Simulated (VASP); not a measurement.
# Al2BAs2 (P-3m1) in VASP: further runs

Runs on Al2BAs2. Level: PBE. Tasks: single point, relaxation of cell and atoms.

Everything below comes from runs of VASP 6.6.1. Logs are shortened: lines on timing, memory, paths and dates and some standing lists are left out, and cuts for length are marked.

### 1 The cell of the first run

The structure is trigonal, space group P-3m1 (No. 164). The conventional cell has a = 3.200 Å, b = 3.200 Å, c = 8.368 Å, α = 90.00°, β = 90.00°, γ = 120.00°. Within 3.0 Å of Al (site symmetry 3m) lie 3 B at 2.19 Å and 3 As at 2.45 Å and 3 Al at 3.00 Å. Within 2.9 Å of B (site symmetry -3m) lie 6 Al at 2.19 Å. Within 3.4 Å of As (site symmetry 3m) lie 3 Al at 2.45 Å and 9 As at 3.20 to 3.35 Å and 3 B at 3.34 Å.

The cell was built from a structure type or drawn by symmetry, and may not be a known phase.

### 2 Single point, PBE

Contents of INCAR:

```
PREC = Accurate
ENCUT = 520
EDIFF = 1E-6
ISMEAR = 0
SIGMA = 0.1
LREAL = False
LASPH = True
NELM = 80
ALGO = Normal
ISIF = 2
LWAVE = False
LCHARG = False
GGA = PE
NBANDS = 18
```

Contents of KPOINTS:

```
regular mesh
0
Gamma
  6 6 2
```

Contents of POSCAR:

```
Al2BAs2
1.0
    3.2004446900      0.0000000000      0.0000000000
   -1.6002223500      2.7716664100      0.0000000000
    0.0000000000      0.0000000000      8.3677545900
Al B As
2 1 2
Direct
    0.3333333300      0.6666666700      0.1410000000
    0.6666666700      0.3333333300      0.8590000000
    0.0000000000      0.0000000000      0.0000000000
    0.3333333300      0.6666666700      0.6670000000
    0.6666666700      0.3333333300      0.3330000000
```

Potentials or basis: VASP PAW PBE potentials, release 64 (Al, B, As).

On the command line:

```console
$ cat potpaw_PBE.64/Al/POTCAR potpaw_PBE.64/B/POTCAR potpaw_PBE.64/As/POTCAR > POTCAR
$ mpirun -np 1 vasp_std > vasp.out
```

OUTCAR:

```text
PREC = Accurate
   ENCUT = 520
   EDIFF = 1E-6
   ISMEAR = 0
   LREAL = False
   LASPH = True
   NELM = 80
   ISIF = 2
   GGA = PE

 ion  position               nearest neighbor table
   1  0.333  0.667  0.141-   3 2.19   3 2.19   3 2.19   5 2.45   5 2.45   5 2.45   2 3.00   2 3.00
                             2 3.00
   2  0.667  0.333  0.859-   3 2.19   3 2.19   3 2.19   4 2.45   4 2.45   4 2.45   1 3.00   1 3.00
                             1 3.00
   3  0.000  0.000  0.000-   1 2.19   2 2.19   2 2.19   1 2.19   2 2.19   1 2.19
   4  0.333  0.667  0.667-   2 2.45   2 2.45   2 2.45
   5  0.667  0.333  0.333-   1 2.45   1 2.45   1 2.45

  LATTYP: Found a hexagonal cell.
 ALAT       =     3.2004446900
 C/A-ratio  =     2.6145599754

  Lattice vectors:

 A1 = (   3.2004446900,   0.0000000000,   0.0000000000)
 A2 = (  -1.6002223500,   2.7716664100,   0.0000000000)
 A3 = (   0.0000000000,   0.0000000000,   8.3677545900)

Analysis of symmetry for initial positions (statically):
=====================================================================
 Subroutine PRICEL returns:
 Original cell was already a primitive cell.

 Routine SETGRP: Setting up the symmetry group for a
 hexagonal supercell.

 Subroutine GETGRP returns: Found 12 space group operations
 (whereof 12 operations were pure point group operations)
 out of a pool of 24 trial point group operations.

The static configuration has the point symmetry D_3d.

Analysis of symmetry for dynamics (positions and initial velocities):
=====================================================================
 Subroutine PRICEL returns:
 Original cell was already a primitive cell.

 Routine SETGRP: Setting up the symmetry group for a
 hexagonal supercell.

 Subroutine GETGRP returns: Found 12 space group operations
 (whereof 12 operations were pure point group operations)
 out of a pool of 24 trial point group operations.

The dynamic configuration has the point symmetry D_3d.

 Subroutine INISYM returns: Found 12 space group operations
 (whereof 12 operations are pure point group operations),
 and found     1 'primitive' translations

----------------------------------------------------------------------------------------

                                     Primitive cell
[... 85 lines left out ...]
   NELM   =     80;   NELMIN=  2; NELMDL= -5     # of ELM steps
   EDIFF  = 0.1E-05   stopping-criterion for ELM
   LREAL  =      F    real-space projection
   EDIFFG = 0.1E-04   stopping-criterion for IOM
   NSW    =      0    number of steps for IOM
   IBRION =     -1    ionic relax: 0-MD 1-quasi-New 2-CG
   NFREE  =      0    steps in history (QN), initial steepest desc. (CG)
   ISIF   =      2    stress and relaxation
   ISYM   =      2    0-nonsym 1-usesym 2-fastsym
   POTIM  = 0.5000    time-step for ionic-motion
   TEBEG  =    0.0;   TEEND  =   0.0 temperature during run
   PSTRESS=    0.0 pullay stress
   NELECT =      19.0000    total number of electrons
   NUPDOWN=      -1.0000    fix difference up-down
   EMIN   =  10.00;   EMAX   =-10.00  energy-range for DOS
   EFERMI =   0.00;   METHOD = LEGACY
   ISMEAR =     0;   SIGMA  =   0.10  broadening in eV -4-tet -1-fermi 0-gaus
   EFERMI_NEDOS =   21; number of points for ismear=-14 and -15
   IALGO  =     38    algorithm
   IMIX   =      4    mixing-type and parameters
     AMIX     =   0.40;   BMIX     =  1.00
     AMIX_MAG =   1.60;   BMIX_MAG =  1.00
  volume/ion in A,a.u.               =      14.85       100.18
  Fermi-wavevector in a.u.,A,eV,Ry     =   1.039456  1.964286 14.700660  1.080468
  Thomas-Fermi vector in A             =   2.173987
   LORBIT       =      0    0 simple, 1 ext, 2 COOP (PROOUT), +10 PAW based schemes
   GGA     = PE    functional components
   LHFCALC =     F    Hartree Fock is set to
   AEXX    =    0.0000 exact exchange contribution
   IVDW    =     0    specifies the selected vdW correction
   LEPSILON=     F    determine dielectric tensor
   LRPA    =     F    only Hartree local field effects (RPA)
 non-spin polarized calculation
 Gauss-broadening in eV      SIGMA  =   0.10
  energy-cutoff  :      520.00
  volume of cell :       74.23
 maximum number of plane-waves:      2028
 NGX is ok and might be reduce to    24
   NGX = 11   NGY = 11   NGZ = 31

 number of electron      19.0000000 magnetization

 Free energy of the ion-electron system (eV)
  ---------------------------------------------------
  ext. energy  EPLUGINS =         0.00000000
  ---------------------------------------------------
  free energy    TOTEN  =       -21.23421995 eV

  energy without entropy =      -21.21923537  energy(sigma->0) =      -21.22672766

 E-fermi :   6.9291     XC(G=0): -10.7192

 val. band max:        6.8149351309   @ k =   0.1667   0.1667   0.5000
 cond. band min:       6.9326078208   @ k =   0.5000   0.0000   0.5000
 fundamental gap:      0.1176726899
 Fermi energy:         6.9290654798

 k-point     1 :       0.0000    0.0000    0.0000
  band No.  band energies     occupation
      1      -7.0347      2.00000
      2      -6.1230      2.00000
      3      -3.6083      2.00000
      4       1.8260      2.00000
      5       2.5568      2.00000
      6       8.5247      0.00000
[... 271 lines left out ...]
      5       1.0383      2.00000
      6       1.9945      2.00000
[... 10 lines left out ...]
     17      14.4253      0.00000
     18      14.7202      0.00000

------------------------ aborting loop because EDIFF is reached ----------------------------------------

  FORCE on cell =-STRESS in cart. coord.  units (eV):
  Direction    XX          YY          ZZ          XY          YZ          ZX
  --------------------------------------------------------------------------------------
  -------------------------------------------------------------------------------------
  Total        6.0916483      6.0916483      9.1980308     -0.0000000      0.0000000      0.0000000
  in kB      131.4877166    131.4877171    198.5387229     -0.0000002      0.0000000      0.0000000
  external PRESSURE =     153.8380522 kB  Pullay stress =       0.0000000 kB

 VOLUME and BASIS-vectors are now :
 -----------------------------------------------------------------------------
  energy-cutoff  :      520.00
  volume of cell :       74.23
      direct lattice vectors                 reciprocal lattice vectors
     3.200444690  0.000000000  0.000000000     0.312456579  0.180396890  0.000000000
    -1.600222350  2.771666410  0.000000000     0.000000000  0.360793780  0.000000000
     0.000000000  0.000000000  8.367754590     0.000000000  0.000000000  0.119506373

 POSITION                                       TOTAL-FORCE (eV/Angst)
 -----------------------------------------------------------------------------------
     -0.00000      1.84778      1.17985        -0.000000     -0.000000     -2.021040
      1.60022      0.92389      7.18790        -0.000000      0.000000      2.021040
      0.00000      0.00000      0.00000        -0.000000      0.000000      0.000000
     -0.00000      1.84778      5.58129        -0.000000      0.000000     -2.267099
      1.60022      0.92389      2.78646         0.000000     -0.000000      2.267099
 -----------------------------------------------------------------------------------
    total drift:                               -0.000000      0.000000      0.000000

  FREE ENERGIE OF THE ION-ELECTRON SYSTEM (eV)
  ---------------------------------------------------
  free  energy   TOTEN  =       -21.2342199526 eV

  energy  without entropy=      -21.2192353747  energy(sigma->0) =      -21.22672766
```

OSZICAR:

```text
N       E                     dE             d eps       ncg     rms          rms(c)
DAV:   1     0.394536645337E+02    0.39454E+02   -0.75193E+03   504   0.884E+02
DAV:   2    -0.213977664319E+02   -0.60851E+02   -0.57650E+02   656   0.133E+02
DAV:   3    -0.242631302345E+02   -0.28654E+01   -0.28254E+01   672   0.281E+01
DAV:   4    -0.242894126113E+02   -0.26282E-01   -0.26265E-01   664   0.301E+00
DAV:   5    -0.242898289734E+02   -0.41636E-03   -0.41634E-03   658   0.402E-01    0.795E+00
DAV:   6    -0.220994662009E+02    0.21904E+01   -0.13447E+01   600   0.222E+01    0.444E+00
DAV:   7    -0.212496754736E+02    0.84979E+00   -0.54210E+00   572   0.985E+00    0.218E+00
DAV:   8    -0.212403800455E+02    0.92954E-02   -0.24225E-01   594   0.280E+00    0.116E+00
DAV:   9    -0.212342081391E+02    0.61719E-02   -0.20259E-02   618   0.949E-01    0.106E-01
DAV:  10    -0.212343162750E+02   -0.10814E-03   -0.50979E-03   648   0.388E-01    0.973E-02
DAV:  11    -0.212342363660E+02    0.79909E-04   -0.16816E-04   702   0.789E-02    0.737E-02
DAV:  12    -0.212342155985E+02    0.20768E-04   -0.16450E-04   662   0.744E-02    0.895E-03
DAV:  13    -0.212342196681E+02   -0.40696E-05   -0.38748E-05   574   0.314E-02    0.821E-03
DAV:  14    -0.212342199526E+02   -0.28448E-06   -0.15429E-06   516   0.597E-03
   1 F= -.21234220E+02 E0= -.21226728E+02  d E =-.149846E-01
```

stdout:

```text
POSCAR found type information on POSCAR AlB As
 POSCAR found :  3 types and       5 ions
 scaLAPACK will be used
 LDA part: xc-table for (Slater+PW92), standard interpolation
 POSCAR, INCAR and KPOINTS ok, starting setup
 FFT: planning ... GRIDC
 FFT: planning ... GRID_SOFT
 FFT: planning ... GRID
 WAVECAR not read
 entering main loop
```

Run time: 33 s. Hardware: 1 thread of Intel Xeon 8259CL, shared host; peak memory 0.18 GiB.

Results:

```
Free energy            : -21.2342 eV
Pressure               : 15.4 GPa
Largest force          : 2.267 eV/Å
Band gap on the k mesh : zero (an odd number of electrons rules out a gap without spin polarisation)
```

Forces on the atoms (eV/Å):
```
Al   0.000  0.000 -2.021
Al   0.000  0.000  2.021
B    0.000  0.000  0.000
As   0.000  0.000 -2.267
As   0.000  0.000  2.267
```

Stress tensor (GPa, compression positive):
```
13.15  0.00  0.00
 0.00 13.15  0.00
 0.00  0.00 19.85
```

Levels at points of the mesh, in eV from the Fermi level:
```csv
k point,band 7,band 8,band 9,band 10,band 11,band 12
"(0.00, 0.00, 0.00)",1.60,2.00,2.54,2.54,3.07,3.07
"(0.50, 0.00, 0.00)",-1.53,-1.05,-0.97,-0.69,0.51,0.99
"(0.00, 0.00, 0.50)",1.58,1.58,2.76,2.76,2.83,2.83
"(0.50, 0.00, 0.50)",-2.74,-2.40,-0.94,0.00,1.19,1.50
```

Caveat: the k points lie up to 0.38 Å⁻¹ apart, too coarse for converged energies and pressures of a metal; forces of over 1 eV/Å act on the atoms, so gaps and moduli don't describe the material at rest.

### 3 Single point, PBE

This run uses another cell than the first one, of 16.22 Å³/atom.

Contents of INCAR:

```
ALGO = Normal
EDIFF = 1E-7
ENCUT = 520
GGA = PE
ISIF = 2
ISMEAR = 0
LASPH = T
LCHARG = T
LELF = T
LREAL = F
LVHAR = T
LWAVE = F
NBANDS = 18
NELM = 60
PREC = Accurate
SIGMA = 0.1
```

Contents of KPOINTS:

```
k-points
0
Gamma
  6 6 2
```

Contents of POSCAR:

```
Al2BAs2
1.0
    3.1958268149      0.0000000029      0.0000000000
   -1.5979134099      2.7676672063      0.0000000000
    0.0000000000      0.0000000000      9.1684787805
Al B As
2 1 2
Direct
    0.3333333333      0.6666666667      0.1209857394
    0.6666666667      0.3333333333      0.8790142606
    0.0000000000      0.0000000000      0.0000000000
    0.3333333333      0.6666666667      0.6505023970
    0.6666666667      0.3333333333      0.3494976030
```

Potentials or basis: VASP PAW PBE potentials, release 64 (Al, B, As).

On the command line:

```console
$ cat potpaw_PBE.64/Al/POTCAR potpaw_PBE.64/B/POTCAR potpaw_PBE.64/As/POTCAR > POTCAR
$ mpirun -np 1 vasp_std > vasp.out
```

Run time: 44 s. Hardware: 1 thread of Intel Xeon 8259CL, shared host; peak memory 0.19 GiB.

The run converged. Its results:

```yaml
Free_energy: -22.1998 eV
Pressure: 0.1 GPa
Largest_force: 0.008 eV/Å
Band_gap_on_the_k_mesh: zero (an odd number of electrons rules out a gap without spin polarisation)
```

Forces in eV/Å, atoms in the order of the input:
```
Al   0.000  0.000  0.008
Al   0.000  0.000 -0.008
B    0.000  0.000  0.000
As   0.000  0.000 -0.005
As   0.000  0.000  0.005
```

Stress tensor (GPa, compression positive):
```
0.03 0.00 0.00
0.00 0.03 0.00
0.00 0.00 0.25
```

Levels at points of the mesh, in eV from the Fermi level:
```tsv
k point	band 7	band 8	band 9	band 10	band 11	band 12
(0.00, 0.00, 0.00)	1.83	1.83	3.37	3.37	3.84	3.84
(0.50, 0.00, 0.00)	-1.77	-1.21	-1.04	-0.51	1.16	1.27
(0.00, 0.00, 0.50)	1.83	1.83	3.42	3.42	3.77	3.77
(0.50, 0.00, 0.50)	-2.66	-2.56	-0.47	0.75	0.88	1.94
```

Caveat: the k points lie up to 0.38 Å⁻¹ apart, too coarse for converged energies and pressures of a metal.

### 4 Relaxation of cell and atoms, PBE

Contents of INCAR:

```
PREC     = Accurate       # precision mode
ENCUT    = 600            # plane-wave cutoff, eV
EDIFF    = 1E-6           # SCF threshold, eV
ISMEAR   = 0              # smearing method
SIGMA    = 0.1            # smearing width, eV
LREAL    = False          # projectors in reciprocal space
LASPH    = True           # aspherical terms in the spheres
NELM     = 60             # most SCF steps
ALGO     = Normal         # electronic algorithm
ISIF     = 3              # what is computed and relaxed
LWAVE    = False          # write WAVECAR
LCHARG   = False          # write CHGCAR
GGA      = PE             # functional
IBRION   = 2              # ionic algorithm
NSW      = 90             # ionic steps
EDIFFG   = -0.04          # ionic threshold
```

Contents of KPOINTS:

```
regular mesh
0
Gamma
  6 6 2
```

Contents of POSCAR:

```
Al2BAs2
1.0
    3.2004446900      0.0000000000      0.0000000000
   -1.6002223500      2.7716664100      0.0000000000
    0.0000000000      0.0000000000      8.3677545900
Al B As
2 1 2
Direct
    0.3333333300      0.6666666700      0.1410000000
    0.6666666700      0.3333333300      0.8590000000
    0.0000000000      0.0000000000      0.0000000000
    0.3333333300      0.6666666700      0.6670000000
    0.6666666700      0.3333333300      0.3330000000
```

On the command line:

```console
$ cat potpaw_PBE.64/Al/POTCAR potpaw_PBE.64/B/POTCAR potpaw_PBE.64/As/POTCAR > POTCAR
$ mpirun -np 1 vasp_std > vasp.out
```

Run time: 3.7 min. Hardware: 1 thread of Intel Xeon 8259CL, shared host; peak memory 0.24 GiB.

It converged, with:

- Free energy: -22.1991 eV
- Relaxed volume: 16.31 Å³/atom
- Relaxed cell: a = 3.204 Å, b = 3.204 Å, c = 9.170 Å, α = 90.00°, β = 90.00°, γ = 120.00°
- Space group after relaxing (to 0.1 Å): P-3m1 (No. 164)
- Energy gained by relaxing: 192.8 meV/atom
- Ionic steps: 11
- Pressure after relaxing: -0.2 GPa
- Largest force after relaxing: 0.039 eV/Å
- Band gap on the k mesh: zero (an odd number of electrons rules out a gap without spin polarisation)

Forces on the atoms (eV/Å):
```
Al   0.000  0.000  0.039
Al   0.000  0.000 -0.039
B    0.000  0.000  0.000
As   0.000  0.000 -0.010
As   0.000  0.000  0.010
```

Stress tensor (GPa, compression positive):
```
-0.30  0.00  0.00
 0.00 -0.30  0.00
 0.00  0.00  0.06
```

Step by step:
```
step  energy change (eV)  largest force (eV/Å)  pressure (GPa)  volume (Å³)
   1              0.0000                2.2670           15.38        74.23
   2             -0.5990                0.5823           -7.90        90.59
   3             -0.7420                0.8280           -2.74        84.85
   4             -0.7422                0.8430           -2.49        84.63
   5             -0.8646                0.5459           -1.15        82.71
   6             -0.9447                0.1985            1.80        80.00
   7             -0.9448                0.1859            2.12        79.76
   8             -0.9583                0.1848           -0.17        81.66
   9             -0.9617                0.1485            0.53        81.03
  10             -0.9618                0.1519            0.48        81.08
  11             -0.9640                0.0393           -0.18        81.54
```

Final structure:
```
Al B As
1.0
     3.20439    0.00000    0.00000
    -1.60219    2.77508    0.00000
     0.00000    0.00000    9.16966
Al B As
2 1 2
Direct
  0.33333 0.66667 0.12002
  0.66667 0.33333 0.87998
  0.00000 0.00000 0.00000
  0.33333 0.66667 0.65122
  0.66667 0.33333 0.34878
```

Levels at points of the mesh, in eV from the Fermi level:
```tsv
k point	band 6	band 7	band 8	band 9	band 10	band 11	band 12	band 13
(0.00, 0.00, 0.00)	0.88	1.79	1.79	3.35	3.35	3.81	3.81	4.21
(0.50, 0.00, 0.00)	-5.10	-1.72	-1.16	-1.02	-0.53	1.17	1.31	1.60
(0.00, 0.00, 0.50)	-1.80	1.79	1.79	3.40	3.40	3.74	3.74	6.82
(0.50, 0.00, 0.50)	-4.38	-2.62	-2.51	-0.50	0.77	0.89	1.93	3.02
```

Caveat: the k points lie up to 0.38 Å⁻¹ apart in the final cell, too coarse for converged energies and pressures of a metal.

(Continued in part 2 of 2.)
